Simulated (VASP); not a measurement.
A run of VASP 6.6.1:

INCAR

```
SYSTEM = TiB2
PREC = Accurate
ENCUT = 600
EDIFF = 1E-7
ISMEAR = -1
SIGMA = 0.05
LREAL = .False.
LASPH = .True.
NELM = 60
ALGO = Normal
ISIF = 3
LWAVE = .False.
LCHARG = .False.
GGA = PE
IBRION = 2
NSW = 60
EDIFFG = -0.01
```

The input KPOINTS:

```
Automatic mesh
0
Gamma
  10 10 8
  0 0 0
```

POSCAR

```
TiB2
1.0
    3.0292000000      0.0000000000      0.0000000000
   -1.5146000000      2.6233641531      0.0000000000
    0.0000000000      0.0000000000      3.2284000000
Ti B
1 2
Direct
    0.0000000000      0.0000000000      0.0000000000
    0.6666666667      0.3333333333      0.5000000000
    0.3333333333      0.6666666667      0.5000000000
```

Potentials or basis: VASP PAW PBE potentials, release 64 (Ti_sv, B).

Launch:

```bash
$ cat potpaw_PBE.64/Ti_sv/POTCAR potpaw_PBE.64/B/POTCAR > POTCAR
$ mpirun -np 1 vasp_std > vasp.out
```

Hardware: 1 thread of Intel(R) Xeon(R) 6975P-C (Granite Rapids), with other jobs on the host.

Task: Estimate the wall time of this run.

Result: Run time: 22 s on 1 thread of Intel(R) Xeon(R) 6975P-C (Granite Rapids), on a shared host, peak memory 0.17 GiB. Counts: scf iterations 30, k points 70, ion steps 3.
